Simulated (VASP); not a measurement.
A run of VASP 6.6.1 is set up as follows.

Contents of INCAR:

```
SYSTEM = Nb
  ALGO = Fast
  EDIFF = 1E-6
  ENCUT = 520
  GGA = PE
  ISIF = 2
  ISMEAR = 0
  LASPH = .True.
  LCHARG = .False.
  LREAL = .False.
  LWAVE = .False.
  NBANDS = 12
  NELM = 80
  PREC = Accurate
  SIGMA = 0.15
```

The input KPOINTS:

```
k-points
0
Gamma
  20 20 20
  0 0 0
```

Contents of POSCAR:

```
Nb
1.0
   -1.7471475000      1.7471475000      1.6639500000
    1.7471475000     -1.7471475000      1.6639500000
    1.7471475000      1.7471475000     -1.6639500000
Nb
1
Direct
    0.0000000000      0.0000000000      0.0000000000
```

Potentials or basis: VASP PAW PBE potentials, release 64 (Nb_sv).

Command:

```bash
$ cat potpaw_PBE.64/Nb_sv/POTCAR > POTCAR
$ mpirun -np 1 vasp_std > vasp.out
```

(1) What does it give for the pressure?

## Answers

(1) -15.6 GPa.

Caveat: the cell differs from its parent crystal (strain +0.050 along x and y, +0.000 along z).
